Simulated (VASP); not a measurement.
Here is a VASP 6.6.1 calculation.

The input INCAR:

```
SYSTEM = Li
PREC = Accurate
ENCUT = 750
EDIFF = 1E-6
ISMEAR = -1
SIGMA = 0.1
LREAL = .FALSE.
LASPH = .TRUE.
NELM = 120
ALGO = Normal
ISIF = 2
LWAVE = .FALSE.
LCHARG = .FALSE.
GGA = CA
NBANDS = 10
GGA_COMPAT = .FALSE.
```

File KPOINTS:

```
regular mesh
0
G
  8 8 5
  0 0 0
```

Contents of POSCAR:

```
Li
1.0
    3.0181233006      0.0000000000      0.0000000000
   -1.5090616503      2.6137714501      0.0000000000
    0.0000000000      0.0000000000      4.8206001244
Li
2
Direct
    0.3333333333      0.6666666667      0.2500000000
    0.6666666667      0.3333333333      0.7500000000
```

Potentials or basis: VASP PAW LDA potentials, release 64 (Li_sv).

Launch:

```console
$ cat potpaw_LDA.64/Li_sv/POTCAR > POTCAR
$ mpirun -np 1 vasp_std > vasp.out
```

(1) Estimate the band gap on the k mesh.

(2) What does it give for the pressure?

Answers

(1) zero (band 3 reaches 2.20 eV, above the bottom of band 4 at -1.14 eV).

(2) -0.2 GPa.
